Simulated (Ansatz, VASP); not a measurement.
AlN in VASP and in Ansatz

Contents of INCAR:

```
ALGO = Normal ; EDIFF = 1E-6
EDIFFG = -0.008 ; ENCUT = 520
GGA = PE ; IBRION = 2
ISIF = 2 ; ISMEAR = 0
LASPH = T ; LCHARG = F
LREAL = F ; LWAVE = F
NELM = 60 ; NSW = 60
PREC = Accurate ; SIGMA = 0.02
```

Contents of KPOINTS:

```
k-points
0
Gamma
  12 12 6
```

Contents of POSCAR:

```
AlN
1.0
    3.1302084198      0.0000000000      0.0000000000
   -1.5651042099      2.7108400106      0.0000000000
    0.2258119495      0.0000000000      5.0180433220
Al N
2 2
Direct
    0.6650525563      0.3333636936      0.4993168801
    0.3316888627      0.6666363064      0.9993168801
    0.6681689766      0.3330793722      0.8806831199
    0.3350896044      0.6669206278      0.3806831199
```

Input for Ansatz:

```yaml
crystal:
  lattice:
    - [3.1302084198, 0.0, 0.0]
    - [-1.5651042099, 2.7108400106, 0.0]
    - [0.2258119495, 0.0, 5.018043322]
  atoms:
    - { symbol: Al, position: [0.6650525563, 0.3333636936, 0.4993168801] }
    - { symbol: Al, position: [0.3316888627, 0.6666363064, 0.9993168801] }
    - { symbol: "N", position: [0.6681689766, 0.3330793722, 0.8806831199] }
    - { symbol: "N", position: [0.3350896044, 0.6669206278, 0.3806831199] }
basis:
  ecutwfc: 420
kpoints:
  mp_grid: { grid: [12, 12, 6] }
hamiltonian:
  xc: pbe
scf:
  occupations: { method: gaussian, width: 0.02 }
output:
  forces: true
  stress: true
  eigenvalues: true
relax:
  adjacent_minimum: "off"
  f_tol: 0.008
  max_steps: 40
```

Change from the starting cell: shear of c along a, cell held, atoms relaxed: +4.5 %.

Alike in both runs: task relaxation of the atoms; functional PBE; k mesh 12 × 12 × 6; occupations gaussian, width 0.02 eV; no spin polarisation.

|  | VASP | Ansatz |
| --- | --- | --- |
| version | VASP 6.6.1 | Ansatz 0.2.0 |
| potentials or method | VASP PAW PBE potentials, release 64 (Al, N), cutoff 520 eV | scalar-relativistic, plane waves, PAW |
| valence electrons in the cell | 16 | 16 |

```csv
,VASP,Ansatz,Ansatz less VASP
"gap on the k mesh at the Fermi level, each at its own relaxed structure (eV)",3.95,3.94,-0.008
```

Ansatz's warnings: stress scf threshold loose.
